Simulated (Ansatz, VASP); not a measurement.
**BC5: VASP beside Ansatz**

File INCAR:

```
  PREC = Accurate
  ENCUT = 600
  EDIFF = 1E-7
  ISMEAR = 0
  SIGMA = 0.1
  LREAL = False
  LASPH = True
  NELM = 80
  ALGO = Normal
  ISIF = 3
  LWAVE = False
  LCHARG = False
  GGA = PE
  IBRION = 2
  NSW = 90
  EDIFFG = -0.04
```

File KPOINTS:

```
Automatic mesh
0
Gamma
  4 4 4
```

POSCAR

```
BC5
1.0
    2.3207347600     -3.4005117000      0.0000000000
    2.3207347600      3.4005117000      0.0000000000
    0.0000000000      0.0000000000      5.5306750900
B C
1 5
Direct
    0.0000000000      0.0000000000      0.5000000000
    0.5000000000      0.5000000000      0.0000000000
    0.1640461900      0.1640461900      0.0000000000
    0.8359538100      0.8359538100      0.0000000000
    0.7841477300      0.2158522700      0.5000000000
    0.2158522700      0.7841477300      0.5000000000
```

Input for Ansatz:

```yaml
crystal:
  lattice:
    - [2.32073476, -3.4005117, 0.0]
    - [2.32073476, 3.4005117, 0.0]
    - [0.0, 0.0, 5.53067509]
  atoms:
    - { symbol: B, position: [0.0, 0.0, 0.5] }
    - { symbol: C, position: [0.5, 0.5, 0.0] }
    - { symbol: C, position: [0.16404619, 0.16404619, 0.0] }
    - { symbol: C, position: [0.83595381, 0.83595381, 0.0] }
    - { symbol: C, position: [0.78414773, 0.21585227, 0.5] }
    - { symbol: C, position: [0.21585227, 0.78414773, 0.5] }
basis:
  ecutwfc: 420
kpoints:
  mp_grid: { grid: [4, 4, 4] }
hamiltonian:
  xc: pbe
scf:
  occupations: { method: gaussian, width: 0.1 }
  lower_state_search: "off"
output:
  forces: true
  stress: true
  eigenvalues: true
relax:
  adjacent_minimum: "off"
  f_tol: 0.04
  max_steps: 70
  cell: { stress_tol: 0.4 }
```

Alike in both runs: task relaxation of cell and atoms; functional PBE; k mesh 4 × 4 × 4; occupations gaussian, width 0.1 eV; no spin polarisation.

|  | VASP | Ansatz |
| --- | --- | --- |
| version | VASP 6.6.1 | Ansatz 0.2.0 |
| potentials or method | VASP PAW PBE potentials, release 64 (B, C), cutoff 600 eV | scalar-relativistic, plane waves, PAW |
| valence electrons in the cell | 23 | 23 |

Ansatz gave:

* gap on the k mesh at the Fermi level, each at its own relaxed structure (eV): none
* relaxed volume (Å³/atom): 14.60
* relaxed length of the cell vector where the two differ most in proportion (Å): 6.970

Task: Which values does VASP return?

Result: gap on the k mesh at the Fermi level, each at its own relaxed structure (eV): none; relaxed volume (Å³/atom): 14.13; relaxed length of the cell vector where the two differ most in proportion (Å): 6.774.

A gap of «none» marks a metal or a gap that the smearing closes.

The k mesh is coarse, so the values compare programs but aren't converged.
